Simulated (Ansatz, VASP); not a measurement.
**Ta in VASP and in Ansatz**

File INCAR:

```
SYSTEM = Ta
ALGO = Fast
EDIFF = 1E-7
ENCUT = 520
GGA = PS
ISIF = 2
ISMEAR = 0
LASPH = .TRUE.
LCHARG = .TRUE.
LELF = .TRUE.
LREAL = .FALSE.
LVHAR = .TRUE.
LWAVE = .FALSE.
NBANDS = 12
NELM = 100
PREC = Accurate
SIGMA = 0.15
```

File KPOINTS:

```
k-points
0
G
  22 22 22
  0 0 0
```

POSCAR

```
Ta
1.0
   -1.4846752709      1.4846752709      2.0019361353
    1.4846752709     -1.4846752709      2.0019361353
    1.4846752709      1.4846752709     -2.0019361353
Ta
1
Direct
    0.0000000000      0.0000000000      0.0000000000
```

Input for Ansatz:

```yaml
crystal:
  lattice:
    - [-1.4846752709, 1.4846752709, 2.0019361353]
    - [1.4846752709, -1.4846752709, 2.0019361353]
    - [1.4846752709, 1.4846752709, -2.0019361353]
  atoms:
    - { symbol: Ta, position: [0.0, 0.0, 0.0] }
basis:
  ecutwfc: 420
kpoints:
  mp_grid: { grid: [22, 22, 22] }
hamiltonian:
  xc: pbesol
  pseudopotentials: { kind: paw, azcp: { folder: soft_1 } }
scf:
  occupations: { method: gaussian, width: 0.15 }
output:
  forces: true
  stress: true
  eigenvalues: true
```

Alike in both runs: task single point; functional PBEsol; k mesh 22 × 22 × 22; occupations gaussian, width 0.15 eV; no spin polarisation.

```csv
,VASP,Ansatz
version,VASP 6.6.1,Ansatz 0.2.0
potentials or method,"VASP PAW PBE potentials, release 64 (Ta_pv), cutoff 520 eV","scalar-relativistic, plane waves, PAW"
valence electrons in the cell,11,13
```

|  | VASP | Ansatz | Ansatz less VASP |
| --- | --- | --- | --- |
| gap on the k mesh at the Fermi level (eV) | none | none | - |
| pressure (GPa) | 6.3 | 6.1 | -0.18 |
| traceless stress, the component that is largest in VASP (GPa) | -6.22 | -6.20 | +0.017 |

VASP's potentials were made for PBE, not for PBEsol, and Ansatz warns of the same on its side. A gap of «none» marks a metal or a gap that the smearing closes. VASP's potentials hold 11 valence electrons a cell and Ansatz's 13, so a difference there can come from the potentials and not from the codes.

Neither program's run includes spin-orbit coupling.
